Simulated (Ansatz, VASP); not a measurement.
SiNi3: VASP beside Ansatz

```
CELL_PARAMETERS angstrom
3.61147 0.00000 0.00000
0.00000 3.61147 0.00000
0.00000 0.00000 3.61147
ATOMIC_POSITIONS crystal
Ni 0.50000 0.50000 0.00000
Ni 0.50000 0.00000 0.50000
Ni 0.00000 0.50000 0.50000
Si 0.00000 0.00000 0.00000
```

Change from the starting cell: volume scaled by 1.06.

Alike in both runs: task single point; functional LDA; k mesh 8 × 8 × 8; occupations fermi-dirac, width 0.05 eV; collinear spin.

```csv
,VASP,Ansatz
version,VASP 6.6.1,Ansatz 0.2.0
potentials or method,"VASP PAW LDA potentials, release 64 (Ni, Si), cutoff 520 eV","all-electron LAPW, scalar-relativistic"
```

VASP gave:

- gap on the k mesh at the Fermi level (eV): none
- pressure (GPa): -27.7
- net moment per atom (μB): 0.00

**Question.** What did Ansatz give for the same quantities?

**Answer.** gap on the k mesh at the Fermi level (eV): none; pressure (GPa): -28.0; net moment per atom (μB): 0.00.

LDA's correlation is that of Perdew and Zunger in VASP and of Perdew and Wang (1992) in Ansatz. A gap of «none» marks a metal or a gap that the smearing closes. Ansatz ran all-electron here, and VASP with PAW potentials.
